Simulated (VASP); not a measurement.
Here is a VASP 6.6.1 calculation.

File INCAR:

```
ALGO     = Normal         # electronic algorithm
EDIFF    = 1E-6           # SCF threshold, eV
ENCUT    = 600            # plane-wave cutoff, eV
GGA      = PE             # functional
GGA_COMPAT= F            
ISIF     = 2              # what is computed and relaxed
ISMEAR   = 0              # smearing method
LASPH    = T              # aspherical terms in the spheres
LCHARG   = F              # write CHGCAR
LREAL    = F              # projectors in reciprocal space
LWAVE    = F              # write WAVECAR
NBANDS   = 11             # bands
NELM     = 120            # most SCF steps
PREC     = Accurate       # precision mode
SIGMA    = 0.05           # smearing width, eV
```

KPOINTS

```
k-points
0
Gamma
  10 10 10
```

POSCAR

```
SiC
1.0
    0.0000000000      2.1460615191      2.3267248613
    2.0967896985      0.0000000000      2.3267248613
    2.0967896985      2.1460615191      0.0000000000
Si C
1 1
Direct
    0.0000000000      0.0000000000      0.0000000000
    0.7500000000      0.7500000000      0.7500000000
```

Potentials or basis: VASP PAW PBE potentials, release 64 (Si, C).

Launch:

```sh
$ cat potpaw_PBE.64/Si/POTCAR potpaw_PBE.64/C/POTCAR > POTCAR
$ mpirun -np 1 vasp_std > vasp.out
```

Question: What does it give for the band gap on the k mesh?

Answer: 0.72 eV (least direct gap 4.44 eV).

Question: Estimate the pressure.

Answer: -0.1 GPa.

Stress tensor (GPa, compression positive):
```
 11.21   0.00   0.00
  0.00   7.45   0.00
  0.00   0.00 -18.94
```

Caveat: the cell differs from its parent crystal (strain +e along x and -e along y -0.0525, strain +e along z and -e/2 along x and y -0.0200); the stress differs along the axes, from -19 to 11 GPa; semilocal functionals underestimate gaps, and a narrow one can read as zero. A k mesh can miss the band edges.
